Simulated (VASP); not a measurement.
# LiSn2 (Cmmm) in VASP: single point with PBE

Aim: the single point of LiSn2 with PBE.

Everything below comes from runs of VASP 6.6.1. Logs are shortened: lines on timing, memory, paths and dates and some standing lists are left out, and cuts for length are marked.

### Step 1. The cell of the first run

Symmetry: Cmmm, No. 65, orthorhombic system. The conventional cell has a = 4.580 Å, b = 10.186 Å, c = 3.163 Å, α = 90.00°, β = 90.00°, γ = 90.00°. Li (site symmetry mmm) has 2 Li at 3.16 Å and 12 Sn at 3.18 to 3.88 Å within 4.2 Å. Within 4.0 Å of Sn (site symmetry m2m) lie 5 Sn at 3.04 to 3.16 Å and 6 Li at 3.18 to 3.88 Å.

### Step 2. Single point, PBE

INCAR reads:

```
PREC = Accurate ; ENCUT = 520
EDIFF = 1E-6 ; ISMEAR = -1
SIGMA = 0.15 ; LREAL = F
LASPH = T ; NELM = 60
ALGO = Fast ; ISIF = 2
LWAVE = F ; LCHARG = F
GGA = PE ; NBANDS = 22
```

KPOINTS reads:

```
regular mesh
0
Gamma
  12 12 14
```

POSCAR reads:

```
LiSn2
1.0
    2.2898332618     -5.0928702534      0.0000000000
    2.2898332618      5.0928702534      0.0000000000
    0.0000000000      0.0000000000      3.1627397366
Li Sn
1 2
Direct
    0.0000000000      0.0000000000      0.5000000000
    0.3480248537      0.6519751463      0.0000000000
    0.6519751463      0.3480248537      0.0000000000
```

Potentials or basis: VASP PAW PBE potentials, release 64 (Li_sv, Sn_d).

Started as:

```bash
$ cat potpaw_PBE.64/Li_sv/POTCAR potpaw_PBE.64/Sn_d/POTCAR > POTCAR
$ mpirun -np 1 vasp_std > vasp.out
```

OUTCAR:

```text
PREC = Accurate
   ENCUT = 520
   EDIFF = 1E-6
   ISMEAR = -1
   LREAL = F
   LASPH = T
   NELM = 60
   ISIF = 2
   GGA = PE

 ion  position               nearest neighbor table
   1  0.000  0.000  0.500-
   2  0.348  0.652  0.000-   3 3.04   3 3.04   3 3.10
   3  0.652  0.348  0.000-   2 3.04   2 3.04   2 3.10

  LATTYP: Found a base centered orthorhombic cell.
 ALAT       =     4.5796665236
 B/A-ratio  =     2.2241227509
 C/A-ratio  =     0.6906048116

  Lattice vectors:

 A1 = (   2.2898332618,  -5.0928702534,   0.0000000000)
 A2 = (   2.2898332618,   5.0928702534,   0.0000000000)
 A3 = (   0.0000000000,   0.0000000000,   3.1627397366)

Analysis of symmetry for initial positions (statically):
=====================================================================
 Subroutine PRICEL returns:
 Original cell was already a primitive cell.

 Routine SETGRP: Setting up the symmetry group for a
 base centered orthorhombic supercell.

 Subroutine GETGRP returns: Found  8 space group operations
 (whereof  8 operations were pure point group operations)
 out of a pool of  8 trial point group operations.

The static configuration has the point symmetry D_2h.

Analysis of symmetry for dynamics (positions and initial velocities):
=====================================================================
 Subroutine PRICEL returns:
 Original cell was already a primitive cell.

 Routine SETGRP: Setting up the symmetry group for a
 base centered orthorhombic supercell.

 Subroutine GETGRP returns: Found  8 space group operations
 (whereof  8 operations were pure point group operations)
 out of a pool of  8 trial point group operations.

The dynamic configuration has the point symmetry D_2h.

 Subroutine INISYM returns: Found  8 space group operations
 (whereof  8 operations are pure point group operations),
 and found     1 'primitive' translations

----------------------------------------------------------------------------------------

                                     Primitive cell

  volume of cell :      73.7666

  direct lattice vectors                    reciprocal lattice vectors
     2.289833262 -5.092870253  0.000000000     0.218356510 -0.098176465  0.000000000
     2.289833262  5.092870253  0.000000000     0.218356510  0.098176465  0.000000000
     0.000000000  0.000000000  3.162739737     0.000000000  0.000000000  0.316181565

  length of vectors
     5.583964880  5.583964880  3.162739737     0.239412163  0.239412163  0.316181565

  position of ions in fractional coordinates (direct lattice)
     0.000000000  0.000000000  0.500000000
     0.348024854  0.651975146  0.000000000
     0.651975146  0.348024854  0.000000000

  ion indices of the primitive-cell ions
   primitive index   ion index
                 1           1
                 2           2
                 3           3

----------------------------------------------------------------------------------------

 KPOINTS: regular mesh

Automatic generation of k-mesh.
 Grid dimensions read from file:
 generate k-points for:   12   12   14

 Generating k-lattice:

  Cartesian coordinates                     Fractional coordinates (reciprocal lattice)
     0.018196376 -0.008181372  0.000000000     0.083333333 -0.000000000  0.000000000
     0.018196376  0.008181372  0.000000000    -0.000000000  0.083333333  0.000000000
     0.000000000  0.000000000  0.022584398     0.000000000  0.000000000  0.071428571

  Length of vectors
     0.019951014  0.019951014  0.022584398

  Shift w.r.t. Gamma in fractional coordinates (k-lattice)
     0.000000000  0.000000000  0.000000000

 Subroutine IBZKPT returns following result:
 ===========================================

 Found    344 irreducible k-points:

 Following reciprocal coordinates:
            Coordinates               Weight
  0.000000  0.000000  0.000000      1.000000
  0.083333  0.000000  0.000000      4.000000
  0.166667  0.000000  0.000000      4.000000
  0.250000  0.000000  0.000000      4.000000
  0.333333 -0.000000  0.000000      4.000000
  0.416667  0.000000  0.000000      4.000000
[... 16 lines left out ...]
  0.500000  0.166667  0.000000      4.000000
 -0.416667  0.166667  0.000000      4.000000
 [... further k-points ...]
   k-points           NKPTS =    344   k-points in BZ     NKDIM =    344   number of bands    NBANDS=     22
   number of dos      NEDOS =    301   number of ions     NIONS =      3
   total plane-waves  NPLWV =  42336
   dimension x,y,z NGX =    42 NGY =   42 NGZ =   24
   dimension x,y,z NGXF=    84 NGYF=   84 NGZF=   48
   ions per type =               1   2
   NGX,Y,Z   is equivalent  to a cutoff of  12.50, 12.50, 12.62 a.u.
   NGXF,Y,Z  is equivalent  to a cutoff of  25.01, 25.01, 25.23 a.u.
 SYSTEM =  unknown system
   PREC   = accura    normal or accurate (medium, high low for compatibility)
   ISTART =      0    job   : 0-new  1-cont  2-samecut
   ICHARG =      2    charge: 1-file 2-atom 10-const
   ISPIN  =      1    spin polarized calculation?
   LNONCOLLINEAR =      F non collinear calculations
   LSORBIT =      F    spin-orbit coupling
   LASPH  =      T    aspherical Exc in radial PAW
   ENCUT  =  520.0 eV  38.22 Ry    6.18 a.u.  10.38 10.38  5.88*2*pi/ulx,y,z
   NELM   =     60;   NELMIN=  2; NELMDL= -5     # of ELM steps
   EDIFF  = 0.1E-05   stopping-criterion for ELM
   LREAL  =      F    real-space projection
   EDIFFG = 0.1E-04   stopping-criterion for IOM
   NSW    =      0    number of steps for IOM
   IBRION =     -1    ionic relax: 0-MD 1-quasi-New 2-CG
   NFREE  =      0    steps in history (QN), initial steepest desc. (CG)
   ISIF   =      2    stress and relaxation
   ISYM   =      2    0-nonsym 1-usesym 2-fastsym
   POTIM  = 0.5000    time-step for ionic-motion
   TEBEG  =    0.0;   TEEND  =   0.0 temperature during run
   PSTRESS=    0.0 pullay stress
   NELECT =      31.0000    total number of electrons
   NUPDOWN=      -1.0000    fix difference up-down
   EMIN   =  10.00;   EMAX   =-10.00  energy-range for DOS
   EFERMI =   0.00;   METHOD = LEGACY
   ISMEAR =    -1;   SIGMA  =   0.15  broadening in eV -4-tet -1-fermi 0-gaus
   EFERMI_NEDOS =   21; number of points for ismear=-14 and -15
   IALGO  =     68    algorithm
   IMIX   =      4    mixing-type and parameters
     AMIX     =   0.40;   BMIX     =  1.00
     AMIX_MAG =   1.60;   BMIX_MAG =  1.00
  volume/ion in A,a.u.               =      24.59       165.93
  Fermi-wavevector in a.u.,A,eV,Ry     =   1.226240  2.317257 20.458593  1.503664
  Thomas-Fermi vector in A             =   2.361248
   LORBIT       =      0    0 simple, 1 ext, 2 COOP (PROOUT), +10 PAW based schemes
   GGA     = PE    functional components
   LHFCALC =     F    Hartree Fock is set to
   AEXX    =    0.0000 exact exchange contribution
   IVDW    =     0    specifies the selected vdW correction
   LEPSILON=     F    determine dielectric tensor
   LRPA    =     F    only Hartree local field effects (RPA)
 non-spin polarized calculation
 RMM-DIIS sequential band-by-band and
  energy-cutoff  :      520.00
  volume of cell :       73.77
 maximum number of plane-waves:      2016
 NGX is ok and might be reduce to    42
   NGX = 21   NGY = 21   NGZ = 11

 number of electron      30.9999990 magnetization

 Free energy of the ion-electron system (eV)
  ---------------------------------------------------
  ext. energy  EPLUGINS =         0.00000000
  ---------------------------------------------------
  free energy    TOTEN  =       -10.14837265 eV

  energy without entropy =      -10.05689780  energy(sigma->0) =      -10.10263522

 E-fermi :   6.1104     XC(G=0):  -9.4619

 val. band max:        6.1018150694   @ k =  -0.3333   0.3333   0.4286
 cond. band min:       6.1158291484   @ k =   0.1667   0.1667   0.2857
 fundamental gap:      0.0140140790
 Fermi energy:         6.1103663575

 k-point     1 :       0.0000    0.0000    0.0000
  band No.  band energies     occupation
      1     -40.9236      2.00000
      2     -15.4148      2.00000
      3     -15.3321      2.00000
      4     -15.2785      2.00000
      5     -15.2195      2.00000
      6     -15.2117      2.00000
[... 14 lines left out ...]
     21      15.1192      0.00000
     22      15.4094      0.00000

 k-point     2 :       0.0833    0.0000    0.0000
  band No.  band energies     occupation
      1     -40.9236      2.00000
      2     -15.4140      2.00000
      3     -15.3351      2.00000
      4     -15.2746      2.00000
      5     -15.2302      2.00000
      6     -15.2104      2.00000
[... 14 lines left out ...]
     21      14.9018      0.00000
     22      15.0250      0.00000

 k-point     3 :       0.1667    0.0000    0.0000
  band No.  band energies     occupation
      1     -40.9236      2.00000
      2     -15.4116      2.00000
      3     -15.3420      2.00000
      4     -15.2673      2.00000
      5     -15.2402      2.00000
      6     -15.2094      2.00000
[... 14 lines left out ...]
     21      14.5432      0.00000
     22      14.7754      0.00000

 k-point     4 :       0.2500    0.0000    0.0000
  band No.  band energies     occupation
      1     -40.9236      2.00000
      2     -15.4078      2.00000
      3     -15.3501      2.00000
      4     -15.2668      2.00000
      5     -15.2390      2.00000
      6     -15.2081      2.00000
[... 14 lines left out ...]
     21      14.4266      0.00000
     22      14.7277      0.00000

 k-point     5 :       0.3333   -0.0000    0.0000
  band No.  band energies     occupation
      1     -40.9236      2.00000
      2     -15.4029      2.00000
      3     -15.3581      2.00000
      4     -15.2723      2.00000
      5     -15.2297      2.00000
      6     -15.2068      2.00000
[... 417 lines left out ...]
 k-point    22 :       0.4167    0.1667    0.0000
  band No.  band energies     occupation
      1     -40.9236      2.00000
      2     -15.3963      2.00000
      3     -15.3659      2.00000
      4     -15.3022      2.00000
      5     -15.2181      2.00000
      6     -15.2041      2.00000
[... 14 lines left out ...]
     21      14.4426      0.00000
     22      15.0664      0.00000

 k-point    23 :       0.5000    0.1667    0.0000
  band No.  band energies     occupation
      1     -40.9236      2.00000
      2     -15.3946      2.00000
      3     -15.3709      2.00000
      4     -15.3101      2.00000
      5     -15.2334      2.00000
      6     -15.2017      2.00000
[... 14 lines left out ...]
     21      13.9228      0.00000
     22      14.8536      0.00000

 k-point    24 :      -0.4167    0.1667    0.0000
  band No.  band energies     occupation
      1     -40.9236      2.00000
      2     -15.3976      2.00000
      3     -15.3697      2.00000
      4     -15.3123      2.00000
      5     -15.2472      2.00000
      6     -15.2001      2.00000
[... 14 lines left out ...]
     21      13.6357      0.00000
     22      14.6719      0.00000

 [... further k-points ...]
[... 5 lines left out ...]
  --------------------------------------------------------------------------------------
  -------------------------------------------------------------------------------------
  Total       -0.0347194     -0.0320304     -0.0270682      0.0000000      0.0000000      0.0000000
  in kB       -0.7540900     -0.6956846     -0.5879089      0.0000000      0.0000000      0.0000000
  external PRESSURE =      -0.6792279 kB  Pullay stress =       0.0000000 kB

 VOLUME and BASIS-vectors are now :
 -----------------------------------------------------------------------------
  energy-cutoff  :      520.00
  volume of cell :       73.77
      direct lattice vectors                 reciprocal lattice vectors
     2.289833262 -5.092870253  0.000000000     0.218356510 -0.098176465  0.000000000
     2.289833262  5.092870253  0.000000000     0.218356510  0.098176465  0.000000000
     0.000000000  0.000000000  3.162739737     0.000000000  0.000000000  0.316181565

 POSITION                                       TOTAL-FORCE (eV/Angst)
 -----------------------------------------------------------------------------------
      0.00000      0.00000      1.58137         0.000000     -0.000000      0.000000
      2.28983      1.54798      0.00000         0.000000     -0.000087     -0.000000
      2.28983     -1.54798      0.00000         0.000000      0.000087      0.000000
 -----------------------------------------------------------------------------------
    total drift:                               -0.000000     -0.000000      0.000000

  FREE ENERGIE OF THE ION-ELECTRON SYSTEM (eV)
  ---------------------------------------------------
  free  energy   TOTEN  =       -10.1483726520 eV

  energy  without entropy=      -10.0568977965  energy(sigma->0) =      -10.10263522
```

Wall time 12 min (1 thread of Intel Xeon Platinum 8259CL at 2.50GHz (Skylake/Cascade Lake), shared host); peak memory 0.56 GiB.

What came out:

| Item | Value |
| --- | --- |
| Free energy | -10.1484 eV |
| Band gap on the k mesh | zero (an odd number of electrons rules out a gap without spin polarisation) |

Caveat: the cutoff is under 1.25 times the usual one of these potentials, so pressure, stress and relaxed cells hold a basis-set (Pulay) error; spin-orbit coupling is left out, which moves the levels of the heavy elements.
